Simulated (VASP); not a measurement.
Runs of VASP 6.6.1 on SnSe. The structure is that of space group Fm-3m (No. 225), or close to it. The cells are those of the table. 

```csv
spin,cell,k mesh,pressure (GPa),moment (μB)
"non-collinear, zero start, SOC","a = 4.327 Å, angles 60.0°, 2 atoms",6 × 6 × 6,(a),0.00
"non-collinear, zero start, SOC","a = 4.257 Å, angles 60.0°, 2 atoms",8 × 8 × 8,0.9,0.00
"non-collinear, zero start, SOC","a = 4.199 Å, angles 60.0°, 2 atoms",6 × 6 × 6,2.9,0.00
off,"a = 4.257 Å, angles 60.0°, 2 atoms",10 × 10 × 10,1.0,-
"non-collinear, zero start, SOC","a = 4.257 Å, angles 60.0°, 2 atoms",6 × 6 × 6,(b),0.00
```

Alike in all rows: task single point; level PBE; potentials or basis VASP PAW PBE potentials, release 64 (Sn_d, Se); cutoff (eV) 520; smearing gaussian 0.05 eV.

Q: Fill in the values left out.

A: (a) -1.7; (b) 0.6.
